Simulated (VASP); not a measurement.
# C (P6/mmm) in VASP: further runs

C is run at these levels: LDA; tasks: single point.

Everything below comes from runs of VASP 6.6.1. Logs are shortened: lines on timing, memory, paths and dates and some standing lists are left out, and cuts for length are marked.

## 1. The cell of the first run

Symmetry: P6/mmm, No. 191, hexagonal system. Conventional cell: a = 1.998 Å, b = 1.998 Å, c = 1.563 Å, α = 90.00°, β = 90.00°, γ = 120.00°. C (site symmetry 6/mmm) has 8 C at 1.56 to 2.00 Å within 2.1 Å.

## 2. Single point, LDA

INCAR

```
PREC = Accurate
ENCUT = 600
EDIFF = 1E-6
ISMEAR = -1
SIGMA = 0.05
LREAL = False
LASPH = True
NELM = 120
ALGO = Normal
ISIF = 2
LWAVE = False
LCHARG = True
GGA = CA
LELF = True
LVHAR = True
NBANDS = 8
GGA_COMPAT = False
```

KPOINTS

```
regular mesh
0
Gamma
  22 22 20
```

POSCAR

```
C
1.0
    1.9975228992      0.0000000000      0.0000000000
   -0.9987614496      1.7299055754      0.0000000000
    0.0000000000      0.0000000000      1.5628443666
C
1
Direct
    0.0000000000      0.0000000000      0.0000000000
```

Potentials or basis: VASP PAW LDA potentials, release 64 (C).

Started as:

```
$ cat potpaw_LDA.64/C/POTCAR > POTCAR
$ mpirun -np 1 vasp_std > vasp.out
```

OUTCAR:

```text
PREC = Accurate
   ENCUT = 600
   EDIFF = 1E-6
   ISMEAR = -1
   LREAL = False
   LASPH = True
   NELM = 120
   ISIF = 2
   GGA = CA

 ion  position               nearest neighbor table
   1  0.000  0.000  0.000-

  LATTYP: Found a hexagonal cell.
 ALAT       =     1.9975228992
 C/A-ratio  =     0.7823912143

  Lattice vectors:

 A1 = (   1.9975228992,   0.0000000000,   0.0000000000)
 A2 = (  -0.9987614496,   1.7299055754,   0.0000000000)
 A3 = (   0.0000000000,   0.0000000000,   1.5628443666)

Analysis of symmetry for initial positions (statically):
=====================================================================
 Subroutine PRICEL returns:
 Original cell was already a primitive cell.

 Routine SETGRP: Setting up the symmetry group for a
 hexagonal supercell.

 Subroutine GETGRP returns: Found 24 space group operations
 (whereof 24 operations were pure point group operations)
 out of a pool of 24 trial point group operations.

The static configuration has the point symmetry D_6h.

Analysis of symmetry for dynamics (positions and initial velocities):
=====================================================================
 Subroutine PRICEL returns:
 Original cell was already a primitive cell.

 Routine SETGRP: Setting up the symmetry group for a
 hexagonal supercell.

 Subroutine GETGRP returns: Found 24 space group operations
 (whereof 24 operations were pure point group operations)
 out of a pool of 24 trial point group operations.

The dynamic configuration has the point symmetry D_6h.

 Subroutine INISYM returns: Found 24 space group operations
 (whereof 24 operations are pure point group operations),
 and found     1 'primitive' translations

----------------------------------------------------------------------------------------

                                     Primitive cell

  volume of cell :       5.4004

  direct lattice vectors                    reciprocal lattice vectors
     1.997522899  0.000000000  0.000000000     0.500620043  0.289033117  0.000000000
    -0.998761450  1.729905575  0.000000000     0.000000000  0.578066233  0.000000000
     0.000000000  0.000000000  1.562844367     0.000000000  0.000000000  0.639858979

  length of vectors
     1.997522899  1.997522899  1.562844367     0.578066233  0.578066233  0.639858979
[... 72 lines left out ...]
   ICHARG =      2    charge: 1-file 2-atom 10-const
   ISPIN  =      1    spin polarized calculation?
   LNONCOLLINEAR =      F non collinear calculations
   LSORBIT =      F    spin-orbit coupling
   LASPH  =      T    aspherical Exc in radial PAW
   ENCUT  =  600.0 eV  44.10 Ry    6.64 a.u.   3.99  3.99  3.12*2*pi/ulx,y,z
   NELM   =    120;   NELMIN=  2; NELMDL= -5     # of ELM steps
   EDIFF  = 0.1E-05   stopping-criterion for ELM
   LREAL  =      F    real-space projection
   EDIFFG = 0.1E-04   stopping-criterion for IOM
   NSW    =      0    number of steps for IOM
   IBRION =     -1    ionic relax: 0-MD 1-quasi-New 2-CG
   NFREE  =      0    steps in history (QN), initial steepest desc. (CG)
   ISIF   =      2    stress and relaxation
   ISYM   =      2    0-nonsym 1-usesym 2-fastsym
   POTIM  = 0.5000    time-step for ionic-motion
   TEBEG  =    0.0;   TEEND  =   0.0 temperature during run
   PSTRESS=    0.0 pullay stress
   NELECT =       4.0000    total number of electrons
   NUPDOWN=      -1.0000    fix difference up-down
   EMIN   =  10.00;   EMAX   =-10.00  energy-range for DOS
   EFERMI =   0.00;   METHOD = LEGACY
   ISMEAR =    -1;   SIGMA  =   0.05  broadening in eV -4-tet -1-fermi 0-gaus
   EFERMI_NEDOS =   21; number of points for ismear=-14 and -15
   IALGO  =     38    algorithm
   IMIX   =      4    mixing-type and parameters
     AMIX     =   0.40;   BMIX     =  1.00
     AMIX_MAG =   1.60;   BMIX_MAG =  1.00
  volume/ion in A,a.u.               =       5.40        36.44
  Fermi-wavevector in a.u.,A,eV,Ry     =   1.481215  2.799091 29.851166  2.193999
  Thomas-Fermi vector in A             =   2.595153
   LORBIT       =      0    0 simple, 1 ext, 2 COOP (PROOUT), +10 PAW based schemes
   GGA     = CA    functional components
   LHFCALC =     F    Hartree Fock is set to
   AEXX    =    0.0000 exact exchange contribution
   IVDW    =     0    specifies the selected vdW correction
   LEPSILON=     F    determine dielectric tensor
   LRPA    =     F    only Hartree local field effects (RPA)
 non-spin polarized calculation
  energy-cutoff  :      600.00
  volume of cell :        5.40
 maximum number of plane-waves:       192
 NGX is ok and might be reduce to    16
   NGX =  7   NGY =  7   NGZ =  7

 number of electron       3.9999999 magnetization

 Free energy of the ion-electron system (eV)
  ---------------------------------------------------
  ext. energy  EPLUGINS =         0.00000000
  ---------------------------------------------------
  free energy    TOTEN  =        -7.32653705 eV

  energy without entropy =       -7.32555275  energy(sigma->0) =       -7.32604490

 E-fermi :  11.4397     XC(G=0): -14.1303

 val. band max:       11.4119629003   @ k =   0.2273   0.0455   0.3000
 cond. band min:      11.5022218415   @ k =   0.1818   0.1364   0.2000
 fundamental gap:      0.0902589412
 Fermi energy:        11.4396991836

 k-point     1 :       0.0000    0.0000    0.0000
  band No.  band energies     occupation
      1     -11.0458      2.00000
      2      18.2907      0.00000
      3      18.2907      0.00000
      4      28.5999      0.00000
      5      38.1034      0.00000
      6      41.2520      0.00000
      7      41.2520      0.00000
      8      46.1355      0.00000
[... 243 lines left out ...]
 k-point    24 :       0.1364    0.0909    0.0000
  band No.  band energies     occupation
      1      -9.4216      2.00000
      2      13.3862      0.00000
      3      15.7268      0.00000
      4      29.2865      0.00000
      5      34.5130      0.00000
      6      40.6116      0.00000
      7      47.5966      0.00000
      8      53.4996      0.00000

 [... further k-points ...]
[... 5 lines left out ...]
  --------------------------------------------------------------------------------------
  -------------------------------------------------------------------------------------
  Total        0.0320225      0.0320225      0.0514681     -0.0000000      0.0000000      0.0000000
  in kB        9.5002574      9.5002574     15.2692924     -0.0000000      0.0000000      0.0000000
  external PRESSURE =      11.4232690 kB  Pullay stress =       0.0000000 kB

 VOLUME and BASIS-vectors are now :
 -----------------------------------------------------------------------------
  energy-cutoff  :      600.00
  volume of cell :        5.40
      direct lattice vectors                 reciprocal lattice vectors
     1.997522899  0.000000000  0.000000000     0.500620043  0.289033117  0.000000000
    -0.998761450  1.729905575  0.000000000     0.000000000  0.578066233  0.000000000
     0.000000000  0.000000000  1.562844367     0.000000000  0.000000000  0.639858979

 POSITION                                       TOTAL-FORCE (eV/Angst)
 -----------------------------------------------------------------------------------
      0.00000      0.00000      0.00000         0.000000      0.000000      0.000000
 -----------------------------------------------------------------------------------
    total drift:                               -0.000000      0.000000     -0.000000

  FREE ENERGIE OF THE ION-ELECTRON SYSTEM (eV)
  ---------------------------------------------------
  free  energy   TOTEN  =        -7.3265370550 eV

  energy  without entropy=       -7.3255527495  energy(sigma->0) =       -7.32604490
```

OSZICAR:

```text
N       E                     dE             d eps       ncg     rms          rms(c)
DAV:   1    -0.495106453036E+01   -0.49511E+01   -0.29632E+03 10072   0.567E+02
DAV:   2    -0.740237435641E+01   -0.24513E+01   -0.22607E+01 12424   0.361E+01
DAV:   3    -0.740850568355E+01   -0.61313E-02   -0.61284E-02 10120   0.203E+00
DAV:   4    -0.740850706796E+01   -0.13844E-05   -0.13840E-05 13856   0.275E-02
DAV:   5    -0.740850706771E+01    0.25011E-09   -0.15311E-09 10320   0.136E-04    0.255E+00
DAV:   6    -0.734948717047E+01    0.59020E-01   -0.37135E-02 10320   0.118E+00    0.148E+00
DAV:   7    -0.732656805823E+01    0.22919E-01   -0.50078E-02 10808   0.139E+00    0.193E-01
DAV:   8    -0.732653611631E+01    0.31942E-04   -0.59621E-04  9792   0.225E-01    0.133E-02
DAV:   9    -0.732653705497E+01   -0.93866E-06   -0.19276E-06 12504   0.136E-02
   1 F= -.73265371E+01 E0= -.73260449E+01  d E =-.984305E-03
```

stdout:

```text
POSCAR found type information on POSCAR C
 POSCAR found :  1 types and       1 ions
 scaLAPACK will be used
 LDA part: xc-table for (Slater(with rela. corr.)+CA(PZ))
 , standard interpolation
 POSCAR, INCAR and KPOINTS ok, starting setup
 FFT: planning ... GRIDC
 FFT: planning ... GRID_SOFT
 FFT: planning ... GRID
 WAVECAR not read
 entering main loop
```

It took 9.7 s on 1 thread of AMD EPYC 9R45 (Zen 5), shared host; peak memory 0.09 GiB.

What came out:

* Free energy: -7.3265 eV
* Pressure: 1.1 GPa
* Band gap on the k mesh: zero (band 2 reaches 19.21 eV, above the bottom of band 3 at 3.76 eV)

Stress tensor (GPa, compression positive):
```
0.95 0.00 0.00
0.00 0.95 0.00
0.00 0.00 1.53
```

## 3. Single point, LDA

INCAR

```
SYSTEM = C
  PREC = Accurate
  ENCUT = 600
  EDIFF = 1E-6
  ISMEAR = -1
  SIGMA = 0.05
  LREAL = .FALSE.
  LASPH = .TRUE.
  NELM = 120
  ALGO = Normal
  ISIF = 2
  LWAVE = .FALSE.
  LCHARG = .FALSE.
  GGA = CA
  NBANDS = 8
  GGA_COMPAT = .FALSE.
```

KPOINTS

```
regular mesh
0
G
  22 22 20
  0 0 0
```

POSCAR

```
C
1.0
    1.9975415837      0.0000000000      0.0000000000
   -0.9987707919      1.7299217566      0.0000000000
    0.0000000000      0.0000000000      1.5630625638
C
1
Direct
    0.0000000000      0.0000000000      0.0000000000
```

Potentials or basis: VASP PAW LDA potentials, release 64 (C).

Started as:

```
$ cat potpaw_LDA.64/C/POTCAR > POTCAR
$ mpirun -np 1 vasp_std > vasp.out
```

OUTCAR:

```text
SYSTEM = C
   PREC = Accurate
   ENCUT = 600
   EDIFF = 1E-6
   ISMEAR = -1
   LREAL = .FALSE.
   LASPH = .TRUE.
   NELM = 120
   ISIF = 2
   GGA = CA

 ion  position               nearest neighbor table
   1  0.000  0.000  0.000-

  LATTYP: Found a hexagonal cell.
 ALAT       =     1.9975415837
 C/A-ratio  =     0.7824931288

  Lattice vectors:

 A1 = (   1.9975415837,   0.0000000000,   0.0000000000)
 A2 = (  -0.9987707919,   1.7299217566,   0.0000000000)
[... 435 lines left out ...]
  band No.  band energies     occupation
      1      -9.4216      2.00000
      2      13.3857      0.00000
      3      15.7262      0.00000
      4      29.2755      0.00000
      5      34.5119      0.00000
      6      40.6102      0.00000
      7      47.5949      0.00000
      8      53.4836      0.00000

 [... further k-points ...]
[... 5 lines left out ...]
  --------------------------------------------------------------------------------------
  -------------------------------------------------------------------------------------
  Total        0.0319485      0.0319485      0.0422329     -0.0000000     -0.0000000     -0.0000000
  in kB        9.4768113      9.4768113     12.5274451     -0.0000000     -0.0000000     -0.0000000
  external PRESSURE =      10.4936892 kB  Pullay stress =       0.0000000 kB

 VOLUME and BASIS-vectors are now :
 -----------------------------------------------------------------------------
  energy-cutoff  :      600.00
  volume of cell :        5.40
      direct lattice vectors                 reciprocal lattice vectors
     1.997541584  0.000000000  0.000000000     0.500615360  0.289030413  0.000000000
    -0.998770792  1.729921757  0.000000000     0.000000000  0.578060826  0.000000000
     0.000000000  0.000000000  1.563062564     0.000000000  0.000000000  0.639769657

 POSITION                                       TOTAL-FORCE (eV/Angst)
 -----------------------------------------------------------------------------------
      0.00000      0.00000      0.00000         0.000000      0.000000      0.000000
 -----------------------------------------------------------------------------------
    total drift:                                0.000000      0.000000     -0.000000

  FREE ENERGIE OF THE ION-ELECTRON SYSTEM (eV)
  ---------------------------------------------------
  free  energy   TOTEN  =        -7.3265476694 eV

  energy  without entropy=       -7.3255708958  energy(sigma->0) =       -7.32605928
```

stdout:

```text
POSCAR found type information on POSCAR C
 POSCAR found :  1 types and       1 ions
 scaLAPACK will be used
 LDA part: xc-table for (Slater(with rela. corr.)+CA(PZ))
 , standard interpolation
 POSCAR, INCAR and KPOINTS ok, starting setup
 FFT: planning ... GRIDC
 FFT: planning ... GRID_SOFT
 FFT: planning ... GRID
 WAVECAR not read
 entering main loop
```

Wall time 9.5 s (1 thread of AMD EPYC 9R45 (Zen 5), shared host); peak memory 0.09 GiB.

Results:

| Item | Value |
| --- | --- |
| Free energy | -7.3265 eV |
| Pressure | 1.0 GPa |
| Band gap on the k mesh | zero (band 2 reaches 19.21 eV, above the bottom of band 3 at 3.76 eV) |
